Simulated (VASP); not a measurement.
# Ge (I4_1/amd) in VASP: single point with PBE

Aim: the single point of Ge with PBE.

All numbers are computed with VASP 6.6.1; they aren't measurements. Logs are shortened: lines on timing, memory, paths and dates and some standing lists are left out, and cuts for length are marked.

**1. The cell of the first run**

It takes space group I4_1/amd (No. 141, tetragonal). Conventional cell: a = 7.338 Å, b = 7.338 Å, c = 4.742 Å, α = 90.00°, β = 90.00°, γ = 90.00°. Within 3.5 Å of Ge (site symmetry -4m2) lie 8 Ge at 2.55 to 3.49 Å. Within 3.5 Å of Ge (site symmetry 2/m) lie 8 Ge at 2.55 to 3.49 Å.

The cell was generated, and may not be a known phase.

**2. Single point, PBE**

Input file INCAR:

```
ALGO     = Normal         # electronic algorithm
EDIFF    = 1E-7           # SCF threshold, eV
ENCUT    = 520            # plane-wave cutoff, eV
GGA      = PE             # functional
ISIF     = 2              # what is computed and relaxed
ISMEAR   = 0              # smearing method
LASPH    = True           # aspherical terms in the spheres
LCHARG   = True           # write CHGCAR
LELF     = True           # ELF
LREAL    = False          # projectors in reciprocal space
LVHAR    = True         
LWAVE    = False          # write WAVECAR
NBANDS   = 51             # bands
NELM     = 60             # most SCF steps
PREC     = Accurate       # precision mode
SIGMA    = 0.1            # smearing width, eV
```

Input file KPOINTS:

```
k-points
0
Gamma
  10 10 10
```

Input file POSCAR:

```
Ge
1.0
   -3.6688976793      3.6688976793      2.3708624174
    3.6688976793     -3.6688976793      2.3708624174
    3.6688976793      3.6688976793     -2.3708624174
Ge
6
Direct
    0.0000000000      0.0000000000      0.0000000000
    0.7500000000      0.2500000000      0.5000000000
    0.3750000000      0.6250000000      0.7500000000
    0.3750000000      0.1250000000      0.7500000000
    0.3750000000      0.6250000000      0.2500000000
    0.8750000000      0.6250000000      0.2500000000
```

Potentials or basis: VASP PAW PBE potentials, release 64 (Ge_d).

Launch:

```console
cat potpaw_PBE.64/Ge_d/POTCAR > POTCAR
mpirun -np 1 vasp_std > vasp.out
```

OUTCAR:

```text
EDIFF = 1E-7
   ENCUT = 520
   GGA = PE
   ISIF = 2
   ISMEAR = 0
   LASPH = True
   LREAL = False
   NELM = 60
   PREC = Accurate

 ion  position               nearest neighbor table
   1  0.000  0.000  0.000-   5 2.55   4 2.55   6 2.55   3 2.55
   2  0.750  0.250  0.500-   3 2.55   4 2.55   6 2.55   5 2.55
   3  0.375  0.625  0.750-   1 2.55   2 2.55   5 2.85   5 2.85   4 2.85   4 2.85
   4  0.375  0.125  0.750-   1 2.55   2 2.55   3 2.85   6 2.85   3 2.85   6 2.85
   5  0.375  0.625  0.250-   2 2.55   1 2.55   6 2.85   3 2.85   3 2.85   6 2.85
   6  0.875  0.625  0.250-   1 2.55   2 2.55   4 2.85   5 2.85   5 2.85   4 2.85

  LATTYP: Found a body centered tetragonal cell.
 ALAT       =     7.3377953586
 C/A-ratio  =     0.6462056521

  Lattice vectors:

 A1 = (  -3.6688976793,   3.6688976793,   2.3708624174)
 A2 = (   3.6688976793,  -3.6688976793,   2.3708624174)
 A3 = (   3.6688976793,   3.6688976793,  -2.3708624174)

Analysis of symmetry for initial positions (statically):
=====================================================================
 Subroutine PRICEL returns:
 Original cell was already a primitive cell.

 Routine SETGRP: Setting up the symmetry group for a
 body centered tetragonal supercell.

 Subroutine GETGRP returns: Found 16 space group operations
 (whereof  8 operations were pure point group operations)
 out of a pool of 16 trial point group operations.

The static configuration has the point symmetry D_2d.
 The point group associated with its full space group is D_4h.

Analysis of symmetry for dynamics (positions and initial velocities):
=====================================================================
 Subroutine PRICEL returns:
 Original cell was already a primitive cell.

 Routine SETGRP: Setting up the symmetry group for a
 body centered tetragonal supercell.

 Subroutine GETGRP returns: Found 16 space group operations
 (whereof  8 operations were pure point group operations)
 out of a pool of 16 trial point group operations.

The dynamic configuration has the point symmetry D_2d.
 The point group associated with its full space group is D_4h.

 Subroutine INISYM returns: Found 16 space group operations
 (whereof  8 operations are pure point group operations),
 and found     1 'primitive' translations

----------------------------------------------------------------------------------------

                                     Primitive cell

  volume of cell :     127.6549

  direct lattice vectors                    reciprocal lattice vectors
    -3.668897679  3.668897679  2.370862417     0.000000000  0.136280715  0.210893722
     3.668897679 -3.668897679  2.370862417     0.136280715  0.000000000  0.210893722
     3.668897679  3.668897679 -2.370862417     0.136280715  0.136280715  0.000000000

  length of vectors
     5.704612955  5.704612955  5.704612955     0.251094794  0.251094794  0.192730036

  position of ions in fractional coordinates (direct lattice)
     0.000000000  0.000000000  0.000000000
     0.750000000  0.250000000  0.500000000
     0.375000000  0.625000000  0.750000000
     0.375000000  0.125000000  0.750000000
     0.375000000  0.625000000  0.250000000
     0.875000000  0.625000000  0.250000000

  ion indices of the primitive-cell ions
   primitive index   ion index
                 1           1
                 2           2
                 3           3
                 4           4
                 5           5
                 6           6

----------------------------------------------------------------------------------------

 KPOINTS: k-points

Automatic generation of k-mesh.
 Grid dimensions read from file:
 generate k-points for:   10   10   10

 Generating k-lattice:

  Cartesian coordinates                     Fractional coordinates (reciprocal lattice)
     0.000000000  0.013628072  0.021089372     0.100000000 -0.000000000  0.000000000
     0.013628072  0.000000000  0.021089372    -0.000000000  0.100000000  0.000000000
     0.013628072  0.013628072  0.000000000     0.000000000  0.000000000  0.100000000

  Length of vectors
     0.025109479  0.025109479  0.019273004

  Shift w.r.t. Gamma in fractional coordinates (k-lattice)
     0.000000000  0.000000000  0.000000000

 Subroutine IBZKPT returns following result:
 ===========================================

 Found    102 irreducible k-points:

 Following reciprocal coordinates:
            Coordinates               Weight
  0.000000  0.000000  0.000000      1.000000
  0.100000  0.000000  0.000000      8.000000
  0.200000  0.000000  0.000000      8.000000
  0.300000  0.000000 -0.000000      8.000000
  0.400000  0.000000  0.000000      8.000000
  0.500000  0.000000 -0.000000      4.000000
[... 16 lines left out ...]
  0.300000  0.300000 -0.000000      8.000000
  0.400000  0.300000 -0.000000     16.000000
 [... further k-points ...]
   k-points           NKPTS =    102   k-points in BZ     NKDIM =    102   number of bands    NBANDS=     51
   number of dos      NEDOS =    301   number of ions     NIONS =      6
   total plane-waves  NPLWV =  74088
   dimension x,y,z NGX =    42 NGY =   42 NGZ =   42
   dimension x,y,z NGXF=    84 NGYF=   84 NGZF=   84
   ions per type =               6
   NGX,Y,Z   is equivalent  to a cutoff of  12.24, 12.24, 12.24 a.u.
   NGXF,Y,Z  is equivalent  to a cutoff of  24.48, 24.48, 24.48 a.u.
 SYSTEM =  unknown system
   PREC   = accura    normal or accurate (medium, high low for compatibility)
   ISTART =      0    job   : 0-new  1-cont  2-samecut
   ICHARG =      2    charge: 1-file 2-atom 10-const
   ISPIN  =      1    spin polarized calculation?
   LNONCOLLINEAR =      F non collinear calculations
   LSORBIT =      F    spin-orbit coupling
   LASPH  =      T    aspherical Exc in radial PAW
   ENCUT  =  520.0 eV  38.22 Ry    6.18 a.u.  10.61 10.61 10.61*2*pi/ulx,y,z
   NELM   =     60;   NELMIN=  2; NELMDL= -5     # of ELM steps
   EDIFF  = 0.1E-06   stopping-criterion for ELM
   LREAL  =      F    real-space projection
   EDIFFG = 0.1E-05   stopping-criterion for IOM
   NSW    =      0    number of steps for IOM
   IBRION =     -1    ionic relax: 0-MD 1-quasi-New 2-CG
   NFREE  =      0    steps in history (QN), initial steepest desc. (CG)
   ISIF   =      2    stress and relaxation
   ISYM   =      2    0-nonsym 1-usesym 2-fastsym
   POTIM  = 0.5000    time-step for ionic-motion
   TEBEG  =    0.0;   TEEND  =   0.0 temperature during run
   PSTRESS=    0.0 pullay stress
   NELECT =      84.0000    total number of electrons
   NUPDOWN=      -1.0000    fix difference up-down
   EMIN   =  10.00;   EMAX   =-10.00  energy-range for DOS
   EFERMI =   0.00;   METHOD = LEGACY
   ISMEAR =     0;   SIGMA  =   0.10  broadening in eV -4-tet -1-fermi 0-gaus
   EFERMI_NEDOS =   21; number of points for ismear=-14 and -15
   IALGO  =     38    algorithm
   IMIX   =      4    mixing-type and parameters
     AMIX     =   0.40;   BMIX     =  1.00
     AMIX_MAG =   1.60;   BMIX_MAG =  1.00
  volume/ion in A,a.u.               =      21.28       143.58
  Fermi-wavevector in a.u.,A,eV,Ry     =   1.423930  2.690838 27.586868  2.027578
  Thomas-Fermi vector in A             =   2.544475
   LORBIT       =      0    0 simple, 1 ext, 2 COOP (PROOUT), +10 PAW based schemes
   GGA     = PE    functional components
   LHFCALC =     F    Hartree Fock is set to
   AEXX    =    0.0000 exact exchange contribution
   IVDW    =     0    specifies the selected vdW correction
   LEPSILON=     F    determine dielectric tensor
   LRPA    =     F    only Hartree local field effects (RPA)
 non-spin polarized calculation
 Gauss-broadening in eV      SIGMA  =   0.10
  energy-cutoff  :      520.00
  volume of cell :      127.65
 maximum number of plane-waves:      3457
   NGX = 21   NGY = 21   NGZ = 21

 number of electron      84.0000020 magnetization

 Free energy of the ion-electron system (eV)
  ---------------------------------------------------
  ext. energy  EPLUGINS =         0.00000000
  ---------------------------------------------------
  free energy    TOTEN  =       -25.24141843 eV

  energy without entropy =      -25.22581722  energy(sigma->0) =      -25.23361783

 E-fermi :   5.3823     XC(G=0): -10.5164

 val. band max:        5.3816880189   @ k =  -0.3000   0.4000   0.1000
 cond. band min:       5.3895209528   @ k =  -0.2000   0.4000   0.1000
 fundamental gap:      0.0078329339
 Fermi energy:         5.3822777258

 k-point     1 :       0.0000    0.0000    0.0000
  band No.  band energies     occupation
      1     -19.4790      2.00000
      2     -19.4790      2.00000
      3     -19.4369      2.00000
      4     -19.4250      2.00000
      5     -19.4015      2.00000
      6     -19.4015      2.00000
[... 43 lines left out ...]
     50      11.8255      0.00000
     51      12.1284      0.00000

 k-point     2 :       0.1000    0.0000    0.0000
  band No.  band energies     occupation
      1     -19.4774      2.00000
      2     -19.4764      2.00000
      3     -19.4352      2.00000
      4     -19.4235      2.00000
      5     -19.4040      2.00000
      6     -19.4032      2.00000
[... 43 lines left out ...]
     50      11.5569      0.00000
     51      11.7997      0.00000

 k-point     3 :       0.2000    0.0000    0.0000
  band No.  band energies     occupation
      1     -19.4735      2.00000
      2     -19.4700      2.00000
      3     -19.4319      2.00000
      4     -19.4213      2.00000
      5     -19.4087      2.00000
      6     -19.4064      2.00000
[... 43 lines left out ...]
     50      10.6759      0.00000
     51      11.2961      0.00000
[... 1027 lines left out ...]
 k-point    23 :       0.3000    0.3000   -0.0000
  band No.  band energies     occupation
      1     -19.4652      2.00000
      2     -19.4615      2.00000
      3     -19.4442      2.00000
      4     -19.4308      2.00000
      5     -19.4077      2.00000
      6     -19.3985      2.00000
[... 43 lines left out ...]
     50      11.1632      0.00000
     51      11.7702      0.00000

 k-point    24 :       0.4000    0.3000   -0.0000
  band No.  band energies     occupation
      1     -19.4649      2.00000
      2     -19.4575      2.00000
      3     -19.4483      2.00000
      4     -19.4334      2.00000
      5     -19.4067      2.00000
      6     -19.4006      2.00000
[... 43 lines left out ...]
     50      11.0139      0.00000
     51      11.5768      0.00000

 [... further k-points ...]

------------------------ aborting loop because EDIFF is reached ----------------------------------------

  FORCE on cell =-STRESS in cart. coord.  units (eV):
  Direction    XX          YY          ZZ          XY          YZ          ZX
  --------------------------------------------------------------------------------------
  -------------------------------------------------------------------------------------
  Total       -0.0103442     -0.0103442      0.0056211      0.0000000      0.0000000      0.0000000
  in kB       -0.1298288     -0.1298288      0.0705498      0.0000000      0.0000000      0.0000000
  external PRESSURE =      -0.0630359 kB  Pullay stress =       0.0000000 kB

 VOLUME and BASIS-vectors are now :
 -----------------------------------------------------------------------------
  energy-cutoff  :      520.00
  volume of cell :      127.65
      direct lattice vectors                 reciprocal lattice vectors
    -3.668897679  3.668897679  2.370862417     0.000000000  0.136280715  0.210893722
     3.668897679 -3.668897679  2.370862417     0.136280715  0.000000000  0.210893722
     3.668897679  3.668897679 -2.370862417     0.136280715  0.136280715  0.000000000

 POSITION                                       TOTAL-FORCE (eV/Angst)
 -----------------------------------------------------------------------------------
      0.00000      0.00000      0.00000         0.000000      0.000000      0.000000
      0.00000      3.66890      1.18543         0.000000     -0.000000     -0.000000
      3.66890      1.83445      0.59272        -0.000000      0.000000     -0.000000
      1.83445      3.66890     -0.59272        -0.000000      0.000000     -0.000000
      1.83445     -0.00000      1.77815        -0.000000      0.000000     -0.000000
     -0.00000      1.83445      2.96358        -0.000000      0.000000     -0.000000
 -----------------------------------------------------------------------------------
    total drift:                               -0.000000      0.000000      0.000000

  FREE ENERGIE OF THE ION-ELECTRON SYSTEM (eV)
  ---------------------------------------------------
  free  energy   TOTEN  =       -25.2414184300 eV

  energy  without entropy=      -25.2258172236  energy(sigma->0) =      -25.23361783
```

Run time: 8.6 min. Hardware: 1 thread of Intel Xeon Platinum 8488C (Sapphire Rapids), shared host; peak memory 0.53 GiB.

Results:

```
Free energy            : -25.2414 eV
Pressure               : 0.0 GPa
Band gap on the k mesh : zero (bands 42 and 43 overlap by 2.49 eV)
```

Levels at points of the mesh, in eV from the Fermi level:
```csv
k point,band 39,band 40,band 41,band 42,band 43,band 44,band 45,band 46
"(0.00, 0.00, 0.00)",-3.35,-1.89,-1.89,-1.73,-1.73,0.05,0.05,1.09
"(0.50, 0.00, 0.00)",-2.39,-1.38,-1.07,0.27,0.91,1.16,1.20,2.83
"(0.50, 0.50, 0.00)",-3.15,-3.15,0.43,0.43,0.98,0.98,1.42,1.42
"(0.50, 0.50, 0.50)",-1.20,-1.20,0.66,0.66,1.01,1.01,1.10,1.10
```
